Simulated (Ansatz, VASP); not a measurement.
**SiGeO4: VASP beside Ansatz**

```
Si Ge O
1.0
     5.09733   -0.03949    0.05142
    -2.58569    4.48789   -0.11698
     0.09149   -0.17394    8.50398
Si Ge O
2 2 8
Direct
  0.33825 0.63319 0.93651
  0.66224 0.36411 0.43745
  0.66971 0.30190 0.06213
  0.33237 0.70285 0.56351
  0.05918 0.57000 0.05728
  0.44631 0.38626 0.94463
  0.62882 0.96120 0.98720
  0.21511 0.61339 0.75846
  0.53851 0.26916 0.25657
  0.45079 0.08292 0.54847
  0.63678 0.65137 0.50648
  0.02193 0.46366 0.44130
```

Change from the starting cell: cell x1, atoms moved at random (sigma 0.05 Å) and cell strained at random (1.5 %), then relaxed without symmetry.

Alike in both runs: functional PBE; k mesh 3 × 3 × 2; occupations gaussian, width 0.1 eV; no spin polarisation.

Ansatz relaxed the structure, and its values are those at the end. VASP's run is a single point on that final structure, the one shown.

|  | VASP | Ansatz |
| --- | --- | --- |
| version | VASP 6.6.1 | Ansatz 0.2.0 |
| potentials or method | VASP PAW PBE potentials, release 64 (Si, Ge_d, O_h), cutoff 910 eV | scalar-relativistic, plane waves, PAW |
| valence electrons in the cell | 84 | 84 |

```tsv
	VASP	Ansatz	Ansatz less VASP
gap on the k mesh at the Fermi level (eV)	4.42	4.41	-0.007
least direct gap on the mesh (eV)	4.44	4.43	-0.006
rms of the force components (eV/Å)	0.031	0.007	-0.0244
```

With one functional, cell and mesh, what is left measures potentials, basis and numerics.

The k mesh is coarse, so the values compare programs but aren't converged. Noted on VASP's run: the cutoff is short for stress, so the pressure is rough.
